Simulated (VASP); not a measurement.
**C4S: single point with PBE**

The system is C4S.

```xyz
5
Lattice="-2.2415 2.2415 2.2415 2.2415 -2.2415 2.2415 2.2415 2.2415 -2.2415" Properties=species:S:1:pos:R:3 pbc="T T T"
C     0.9932    0.9932    0.9932
C    -1.2482    1.2482    1.2482
C     1.2482    1.2482   -1.2482
C     1.2482   -1.2482    1.2482
S     0.0000    0.0000    0.0000
```

| Item | Value |
| --- | --- |
| Program | VASP 6.6.1 |
| Task | single point |
| Functional | PBE |
| Potentials or basis | VASP PAW PBE potentials, release 64 (C, S) |
| Cutoff | 520 eV |
| k mesh | 6 × 6 × 6 |
| Occupations | gaussian, width 0.1 eV |
| Spin | no spin polarisation |
| Dipole correction | no |
| Further INCAR settings | ALGO = Normal; EDIFF = 1e-07; NBANDS = 19 |

```
Pressure               : -0.8 GPa
Largest force          : 0.052 eV/Å
Band gap on the k mesh : zero (bands 11 and 12 overlap by 1.41 eV)
```

Forces on the atoms (eV/Å):
```
C   -0.030 -0.030 -0.030
C   -0.030  0.030  0.030
C    0.030  0.030 -0.030
C    0.030 -0.030  0.030
S    0.000  0.000  0.000
```

Levels at points of the mesh, in eV from the Fermi level:
```csv
k point,band 9,band 10,band 11,band 12,band 13,band 14
"(0.00, 0.00, 0.00)",-3.50,-3.50,-3.50,2.58,2.58,2.79
"(0.50, 0.00, 0.00)",-2.54,-1.83,-1.58,0.46,1.12,1.52
"(0.50, 0.50, 0.50)",-3.60,-2.71,-0.04,-0.04,-0.04,4.98
```

Run time: 16 s on 1 thread of Intel(R) Xeon(R) Platinum 8259CL CPU @ 2.50GHz (Skylake/Cascade Lake), on a shared host, peak memory 0.16 GiB.
